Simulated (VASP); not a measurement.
Here is a VASP 6.6.1 calculation.

The input INCAR:

```
SYSTEM = ErSc2Sb3
PREC = Accurate
ENCUT = 500
EDIFF = 1E-6
ISMEAR = 0
SIGMA = 0.1
LREAL = .False.
LASPH = .True.
NELM = 200
ALGO = Normal
ISIF = 2
LWAVE = .False.
LCHARG = .True.
GGA = PE
LELF = .True.
LVHAR = .True.
NBANDS = 32
GGA_COMPAT = .False.
LMAXMIX = 6
```

The input KPOINTS:

```
Automatic mesh
0
Gamma
  12 12 4
  0 0 0
```

File POSCAR:

```
ErSc2Sb3
1.0
    4.2256227649      0.0000000000      0.0000000000
   -2.1128113824      3.6594966612      0.0000000000
    0.0000000000      0.0000000000     10.3340460624
Er Sc Sb
1 2 3
Direct
    0.0000000000      0.0000000000      0.0000000000
    0.3333333333      0.6666666667      0.6620034667
    0.6666666667      0.3333333333      0.3379965333
    0.3333333333      0.6666666667      0.1773561633
    0.6666666667      0.3333333333      0.8226438367
    0.0000000000      0.0000000000      0.5000000000
```

Potentials or basis: VASP PAW PBE potentials, release 64 (Er_3, Sc_sv, Sb), 4f in core.

The run is started by

```sh
$ cat potpaw_PBE.64/Er_3/POTCAR potpaw_PBE.64/Sc_sv/POTCAR potpaw_PBE.64/Sb/POTCAR > POTCAR
$ mpirun -np 1 vasp_std > vasp.out
```

**Question.** Predict the pressure.

**Answer.** 0.2 GPa.

**Question.** Estimate the band gap on the k mesh.

**Answer.** Zero (bands 23 and 24 overlap by 1.35 eV).

**Question.** Estimate the largest force.

**Answer.** 0.026 eV/Å.

Forces in eV/Å, atoms in the order of the input:
```
Er   0.000  0.000  0.000
Sc   0.000  0.000 -0.002
Sc   0.000  0.000  0.002
Sb   0.000  0.000  0.026
Sb   0.000  0.000 -0.026
Sb   0.000  0.000  0.000
```

Caveat: spin-orbit coupling is left out, which moves the levels of the heavy elements; the 4f electrons are frozen in the core, so they carry no moment and show no levels. Spin polarisation is off, so any magnetic state and its effect on volume and gap are missing.
